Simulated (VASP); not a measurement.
# V (Im-3m) in VASP: notebook

V is run at these levels: PBE; tasks: single point, relaxation of cell and atoms.

Program: VASP 6.6.1. These are calculated values, not measurements. Logs are shortened: lines on timing, memory, paths and dates and some standing lists are left out, and cuts for length are marked.

### Step 1. The cell of the first run

The structure is cubic, space group Im-3m (No. 229). The conventional cell has a = 3.001 Å, b = 3.001 Å, c = 3.001 Å, α = 90.00°, β = 90.00°, γ = 90.00°. Within 3.4 Å of V (site symmetry m-3m) lie 14 V at 2.60 to 3.00 Å.

### Step 2. Single point, PBE

Input file INCAR:

```
ALGO = Normal
EDIFF = 1E-6
ENCUT = 500
GGA = PE
GGA_COMPAT = False
ISIF = 2
ISMEAR = 0
LASPH = True
LCHARG = True
LELF = True
LREAL = False
LVHAR = True
LWAVE = False
NBANDS = 12
NELM = 120
PREC = Accurate
SIGMA = 0.1
```

Input file KPOINTS:

```
k-points
0
Gamma
  10 10 10
```

Input file POSCAR:

```
V
1.0
   -1.5006654678      1.5006654678      1.5006654678
    1.5006654678     -1.5006654678      1.5006654678
    1.5006654678      1.5006654678     -1.5006654678
V
1
Direct
    0.0000000000      0.0000000000      0.0000000000
```

Potentials or basis: VASP PAW PBE potentials, release 64 (V_sv).

Started as:

```bash
$ cat potpaw_PBE.64/V_sv/POTCAR > POTCAR
$ mpirun -np 1 vasp_std > vasp.out
```

OUTCAR:

```text
EDIFF = 1E-6
   ENCUT = 500
   GGA = PE
   ISIF = 2
   ISMEAR = 0
   LASPH = True
   LREAL = False
   NELM = 120
   PREC = Accurate

 ion  position               nearest neighbor table
   1  0.000  0.000  0.000-

  LATTYP: Found a body centered cubic cell.
 ALAT       =     3.0013309356

  Lattice vectors:

 A1 = (  -1.5006654678,   1.5006654678,   1.5006654678)
 A2 = (   1.5006654678,  -1.5006654678,   1.5006654678)
 A3 = (   1.5006654678,   1.5006654678,  -1.5006654678)

Analysis of symmetry for initial positions (statically):
=====================================================================
 Subroutine PRICEL returns:
 Original cell was already a primitive cell.

 Routine SETGRP: Setting up the symmetry group for a
 body centered cubic supercell.

 Subroutine GETGRP returns: Found 48 space group operations
 (whereof 48 operations were pure point group operations)
 out of a pool of 48 trial point group operations.

The static configuration has the point symmetry O_h .

Analysis of symmetry for dynamics (positions and initial velocities):
=====================================================================
 Subroutine PRICEL returns:
 Original cell was already a primitive cell.

 Routine SETGRP: Setting up the symmetry group for a
 body centered cubic supercell.

 Subroutine GETGRP returns: Found 48 space group operations
 (whereof 48 operations were pure point group operations)
 out of a pool of 48 trial point group operations.

The dynamic configuration has the point symmetry O_h .

 Subroutine INISYM returns: Found 48 space group operations
 (whereof 48 operations are pure point group operations),
 and found     1 'primitive' translations

----------------------------------------------------------------------------------------

                                     Primitive cell

  volume of cell :      13.5180

  direct lattice vectors                    reciprocal lattice vectors
    -1.500665468  1.500665468  1.500665468     0.000000000  0.333185517  0.333185517
     1.500665468 -1.500665468  1.500665468     0.333185517  0.000000000  0.333185517
     1.500665468  1.500665468 -1.500665468     0.333185517  0.333185517  0.000000000

  length of vectors
     2.599228835  2.599228835  2.599228835     0.471195477  0.471195477  0.471195477

  position of ions in fractional coordinates (direct lattice)
     0.000000000  0.000000000  0.000000000

  ion indices of the primitive-cell ions
   primitive index   ion index
                 1           1

----------------------------------------------------------------------------------------

 KPOINTS: k-points

Automatic generation of k-mesh.
 Grid dimensions read from file:
 generate k-points for:   10   10   10

 Generating k-lattice:

  Cartesian coordinates                     Fractional coordinates (reciprocal lattice)
     0.000000000  0.033318552  0.033318552     0.100000000  0.000000000  0.000000000
     0.033318552  0.000000000  0.033318552     0.000000000  0.100000000  0.000000000
     0.033318552  0.033318552  0.000000000     0.000000000  0.000000000  0.100000000

  Length of vectors
     0.047119548  0.047119548  0.047119548

  Shift w.r.t. Gamma in fractional coordinates (k-lattice)
     0.000000000  0.000000000  0.000000000

 Subroutine IBZKPT returns following result:
 ===========================================

 Found     47 irreducible k-points:

 Following reciprocal coordinates:
            Coordinates               Weight
  0.000000  0.000000  0.000000      1.000000
  0.100000  0.000000  0.000000     12.000000
  0.200000  0.000000  0.000000     12.000000
  0.300000  0.000000  0.000000     12.000000
  0.400000  0.000000  0.000000     12.000000
  0.500000  0.000000  0.000000      6.000000
[... 16 lines left out ...]
  0.300000  0.300000  0.100000      8.000000
 -0.300000  0.300000  0.100000     24.000000
 [... further k-points ...]
   k-points           NKPTS =     47   k-points in BZ     NKDIM =     47   number of bands    NBANDS=     12
   number of dos      NEDOS =    301   number of ions     NIONS =      1
   total plane-waves  NPLWV =   8000
   dimension x,y,z NGX =    20 NGY =   20 NGZ =   20
   dimension x,y,z NGXF=    40 NGYF=   40 NGZF=   40
   ions per type =               1
   NGX,Y,Z   is equivalent  to a cutoff of  12.79, 12.79, 12.79 a.u.
   NGXF,Y,Z  is equivalent  to a cutoff of  25.58, 25.58, 25.58 a.u.
 SYSTEM =  unknown system
   PREC   = accura    normal or accurate (medium, high low for compatibility)
   ISTART =      0    job   : 0-new  1-cont  2-samecut
   ICHARG =      2    charge: 1-file 2-atom 10-const
   ISPIN  =      1    spin polarized calculation?
   LNONCOLLINEAR =      F non collinear calculations
   LSORBIT =      F    spin-orbit coupling
   LASPH  =      T    aspherical Exc in radial PAW
   ENCUT  =  500.0 eV  36.75 Ry    6.06 a.u.   4.74  4.74  4.74*2*pi/ulx,y,z
   NELM   =    120;   NELMIN=  2; NELMDL= -5     # of ELM steps
   EDIFF  = 0.1E-05   stopping-criterion for ELM
   LREAL  =      F    real-space projection
   EDIFFG = 0.1E-04   stopping-criterion for IOM
   NSW    =      0    number of steps for IOM
   IBRION =     -1    ionic relax: 0-MD 1-quasi-New 2-CG
   NFREE  =      0    steps in history (QN), initial steepest desc. (CG)
   ISIF   =      2    stress and relaxation
   ISYM   =      2    0-nonsym 1-usesym 2-fastsym
   POTIM  = 0.5000    time-step for ionic-motion
   TEBEG  =    0.0;   TEEND  =   0.0 temperature during run
   PSTRESS=    0.0 pullay stress
   NELECT =      13.0000    total number of electrons
   NUPDOWN=      -1.0000    fix difference up-down
   EMIN   =  10.00;   EMAX   =-10.00  energy-range for DOS
   EFERMI =   0.00;   METHOD = LEGACY
   ISMEAR =     0;   SIGMA  =   0.10  broadening in eV -4-tet -1-fermi 0-gaus
   EFERMI_NEDOS =   21; number of points for ismear=-14 and -15
   IALGO  =     38    algorithm
   IMIX   =      4    mixing-type and parameters
     AMIX     =   0.40;   BMIX     =  1.00
     AMIX_MAG =   1.60;   BMIX_MAG =  1.00
  volume/ion in A,a.u.               =      13.52        91.22
  Fermi-wavevector in a.u.,A,eV,Ry     =   1.615916  3.053638 35.527314  2.611184
  Thomas-Fermi vector in A             =   2.710586
   LORBIT       =      0    0 simple, 1 ext, 2 COOP (PROOUT), +10 PAW based schemes
   GGA     = PE    functional components
   LHFCALC =     F    Hartree Fock is set to
   AEXX    =    0.0000 exact exchange contribution
   IVDW    =     0    specifies the selected vdW correction
   LEPSILON=     F    determine dielectric tensor
   LRPA    =     F    only Hartree local field effects (RPA)
 non-spin polarized calculation
 Gauss-broadening in eV      SIGMA  =   0.10
  energy-cutoff  :      500.00
  volume of cell :       13.52
 maximum number of plane-waves:       370
   NGX =  9   NGY =  9   NGZ =  9

 number of electron      12.9999990 magnetization

 Free energy of the ion-electron system (eV)
  ---------------------------------------------------
  ext. energy  EPLUGINS =         0.00000000
  ---------------------------------------------------
  free energy    TOTEN  =        -8.99543085 eV

  energy without entropy =       -8.98664082  energy(sigma->0) =       -8.99103584

 E-fermi :   9.6477     XC(G=0): -12.8916

 val. band max:        9.6198906802   @ k =   0.3000   0.0000   0.0000
 cond. band min:       9.6582647650   @ k =   0.1000   0.1000   0.0000
 fundamental gap:      0.0383740848
 Fermi energy:         9.6477003964

 k-point     1 :       0.0000    0.0000    0.0000
  band No.  band energies     occupation
      1     -54.1116      2.00000
      2     -27.4160      2.00000
      3     -27.4160      2.00000
      4     -27.4160      2.00000
      5       3.0826      2.00000
      6      10.0396      0.00000
      7      10.0396      0.00000
      8      10.0396      0.00000
      9      12.0364      0.00000
     10      12.0364      0.00000
     11      30.1247      0.00000
     12      30.1247      0.00000

 k-point     2 :       0.1000    0.0000    0.0000
  band No.  band energies     occupation
      1     -54.0933      2.00000
      2     -27.5044      2.00000
      3     -27.4432      2.00000
      4     -27.4168      2.00000
      5       3.4801      2.00000
      6       9.8739      0.00138
      7       9.9945      0.00000
      8      10.3225      0.00000
      9      11.8626      0.00000
     10      12.0484      0.00000
     11      29.3914      0.00000
     12      30.0077      0.00000

 k-point     3 :       0.2000    0.0000    0.0000
  band No.  band energies     occupation
      1     -54.0452      2.00000
      2     -27.7314      2.00000
      3     -27.5133      2.00000
      4     -27.4185      2.00000
      5       4.5551      2.00000
      6       9.4632      1.99093
      7       9.7563      0.12442
      8      11.1123      0.00000
      9      11.6811      0.00000
     10      12.1002      0.00000
     11      27.2173      0.00000
     12      29.0276      0.00000

 k-point     4 :       0.3000    0.0000    0.0000
  band No.  band energies     occupation
      1     -53.9851      2.00000
      2     -28.0049      2.00000
      3     -27.5990      2.00000
      4     -27.4206      2.00000
      5       5.8328      2.00000
      6       8.9947      2.00000
      7       9.6199      1.30589
      8      11.8037      0.00000
      9      12.2072      0.00000
     10      12.2164      0.00000
     11      24.1160      0.00000
     12      27.3583      0.00000

 k-point     5 :       0.4000    0.0000    0.0000
  band No.  band energies     occupation
      1     -53.9360      2.00000
      2     -28.2210      2.00000
      3     -27.6675      2.00000
      4     -27.4223      2.00000
      5       6.4347      2.00000
      6       8.6423      2.00000
      7      10.4485      0.00000
      8      12.0039      0.00000
      9      12.3330      0.00000
     10      13.2611      0.00000
     11      21.1497      0.00000
     12      26.0221      0.00000
[... 228 lines left out ...]
      1     -53.9087      2.00000
      2     -28.1176      2.00000
      3     -27.8089      2.00000
      4     -27.5764      2.00000
      5       7.7634      2.00000
      6       8.4021      2.00000
      7       9.2118      2.00000
      8      12.2446      0.00000
      9      12.4309      0.00000
     10      16.5653      0.00000
     11      20.2273      0.00000
     12      22.3692      0.00000

 k-point    22 :      -0.2000    0.2000    0.1000
  band No.  band energies     occupation
      1     -54.0287      2.00000
      2     -27.7328      2.00000
      3     -27.5421      2.00000
      4     -27.4857      2.00000
      5       4.8978      2.00000
      6       9.7148      0.34237
      7       9.8286      0.01053
      8      11.0319      0.00000
      9      11.0385      0.00000
     10      12.4385      0.00000
     11      27.2927      0.00000
     12      29.0929      0.00000

 k-point    23 :       0.3000    0.3000    0.1000
  band No.  band energies     occupation
      1     -53.9015      2.00000
      2     -27.9744      2.00000
      3     -27.9744      2.00000
      4     -27.6032      2.00000
      5       8.0030      2.00000
      6       8.7488      2.00000
      7       8.7488      2.00000
      8      12.3765      0.00000
      9      12.3765      0.00000
     10      18.8268      0.00000
     11      18.8268      0.00000
     12      20.7136      0.00000

 k-point    24 :      -0.3000    0.3000    0.1000
  band No.  band energies     occupation
      1     -53.9704      2.00000
      2     -27.9922      2.00000
      3     -27.6293      2.00000
      4     -27.4846      2.00000
      5       6.1323      2.00000
      6       9.2849      2.00000
      7       9.4277      1.99814
      8      11.3037      0.00000
      9      12.1450      0.00000
     10      12.6302      0.00000
     11      24.3390      0.00000
     12      27.3651      0.00000

 [... further k-points ...]

------------------------ aborting loop because EDIFF is reached ----------------------------------------

  FORCE on cell =-STRESS in cart. coord.  units (eV):
  Direction    XX          YY          ZZ          XY          YZ          ZX
  --------------------------------------------------------------------------------------
  -------------------------------------------------------------------------------------
  Total        0.0217252      0.0217252      0.0217252      0.0000000      0.0000000      0.0000000
  in kB        2.5749113      2.5749113      2.5749113      0.0000000      0.0000000      0.0000000
  external PRESSURE =       2.5749113 kB  Pullay stress =       0.0000000 kB

 VOLUME and BASIS-vectors are now :
 -----------------------------------------------------------------------------
  energy-cutoff  :      500.00
  volume of cell :       13.52
      direct lattice vectors                 reciprocal lattice vectors
    -1.500665468  1.500665468  1.500665468     0.000000000  0.333185517  0.333185517
     1.500665468 -1.500665468  1.500665468     0.333185517  0.000000000  0.333185517
     1.500665468  1.500665468 -1.500665468     0.333185517  0.333185517  0.000000000

 POSITION                                       TOTAL-FORCE (eV/Angst)
 -----------------------------------------------------------------------------------
      0.00000      0.00000      0.00000        -0.000000     -0.000000      0.000000
 -----------------------------------------------------------------------------------
    total drift:                                0.000000     -0.000000      0.000000

  FREE ENERGIE OF THE ION-ELECTRON SYSTEM (eV)
  ---------------------------------------------------
  free  energy   TOTEN  =        -8.9954308479 eV

  energy  without entropy=       -8.9866408245  energy(sigma->0) =       -8.99103584
```

Wall time 15 s (1 thread of AMD EPYC 7R13, shared host); peak memory 0.09 GiB.

What came out:

```
Free energy : -8.9954 eV
Pressure    : 0.3 GPa
```

### Step 3. Relaxation of cell and atoms, PBE

Input file INCAR:

```
SYSTEM = V
PREC     = Accurate       ! precision mode
ENCUT    = 500            ! plane-wave cutoff, eV
EDIFF    = 1E-7           ! SCF threshold, eV
ISMEAR   = 0              ! smearing method
SIGMA    = 0.1            ! smearing width, eV
LREAL    = .False.        ! projectors in reciprocal space
LASPH    = .True.         ! aspherical terms in the spheres
NELM     = 120            ! most SCF steps
ALGO     = Normal         ! electronic algorithm
ISIF     = 3              ! what is computed and relaxed
LWAVE    = .False.        ! write WAVECAR
LCHARG   = .False.        ! write CHGCAR
GGA      = PE             ! functional
IBRION   = 2              ! ionic algorithm
NSW      = 100            ! ionic steps
EDIFFG   = -0.002         ! ionic threshold
GGA_COMPAT= .False.      
NELMIN   = 4
```

Input file KPOINTS:

```
Automatic mesh
0
Gamma
  20 20 20
  0 0 0
```

POSCAR is that of step 2.

Potentials or basis: VASP PAW PBE potentials, release 64 (V_sv).

Started as:

```bash
$ cat potpaw_PBE.64/V_sv/POTCAR > POTCAR
$ mpirun -np 1 vasp_std > vasp.out
```

Run time: 1.9 min. Hardware: 1 thread of AMD EPYC 7R13, shared host; peak memory 0.13 GiB.

Results (log left out):

| Property | Result |
| --- | --- |
| Free energy | -8.9967 eV |
| Relaxed volume | 13.47 Å³/atom |
| Relaxed cell | a = 2.596 Å, b = 2.596 Å, c = 2.596 Å, α = 109.47°, β = 109.47°, γ = 109.47° |
| Space group after relaxing (to 0.05 Å) | Im-3m (No. 229) |
| Energy gained by relaxing | 0.1 meV/atom |
| Ionic steps | 3 |
| Pressure after relaxing | 0.0 GPa |

The path:
| step | energy change (eV) | largest force (eV/Å) | pressure (GPa) | volume (Å³) |
| --- | --- | --- | --- | --- |
| 1 | 0.0000 | 0.0000 | -0.68 | 13.52 |
| 2 | 0.0001 | 0.0000 | 0.87 | 13.41 |
| 3 | -0.0001 | 0.0000 | 0.00 | 13.47 |

Final structure:
```
CELL_PARAMETERS angstrom
-1.49881 1.49881 1.49881
1.49881 -1.49881 1.49881
1.49881 1.49881 -1.49881
ATOMIC_POSITIONS crystal
V 0.00000 0.00000 0.00000
```

Levels at points of the mesh, in eV from the Fermi level:
| k point | band 4 | band 5 | band 6 | band 7 | band 8 | band 9 | band 10 |
| --- | --- | --- | --- | --- | --- | --- | --- |
| (0.00, 0.00, 0.00) | -37.02 | -6.58 | 0.41 | 0.41 | 0.41 | 2.42 | 2.42 |
| (0.50, 0.00, 0.00) | -37.03 | -3.17 | -1.13 | 1.64 | 2.42 | 2.78 | 4.11 |
| (0.50, 0.50, 0.50) | -37.63 | -2.99 | -2.99 | 3.72 | 3.72 | 3.72 | 10.21 |
